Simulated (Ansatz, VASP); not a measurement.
# One calculation of Hg2Te3, two programs

```
CELL_PARAMETERS angstrom
4.25106 0.00000 0.00000
-2.12553 3.68153 0.00000
0.00000 0.00000 9.47184
ATOMIC_POSITIONS crystal
Hg 0.33333 0.66667 0.19110
Hg 0.66667 0.33333 0.80890
Te 0.00000 0.00000 0.00000
Te 0.33333 0.66667 0.62284
Te 0.66667 0.33333 0.37716
```

Alike in both runs: functional PBE; k mesh 6 × 6 × 4; occupations gaussian, width 0.1 eV; no spin polarisation.

Ansatz relaxed the structure, and its values are those at the end. VASP's run is a single point on that final structure, the one shown.

```csv
,VASP,Ansatz
version,VASP 6.6.1,Ansatz 0.2.0
potentials or method,"VASP PAW PBE potentials, release 64 (Hg, Te), cutoff 520 eV","scalar-relativistic, plane waves, PAW"
valence electrons in the cell,42,88
```

|  | VASP | Ansatz | Ansatz less VASP |
| --- | --- | --- | --- |
| gap on the k mesh at the Fermi level (eV) | none | none | - |
| pressure (GPa) | 0.0 | -0.1 | -0.08 |
| rms of the force components (eV/Å) | 0.020 | 0.013 | -0.0069 |

A gap of «none» marks a metal or a gap that the smearing closes. VASP's potentials hold 42 valence electrons a cell and Ansatz's 88, so a difference there can come from the potentials and not from the codes.

Neither program's run includes spin-orbit coupling.
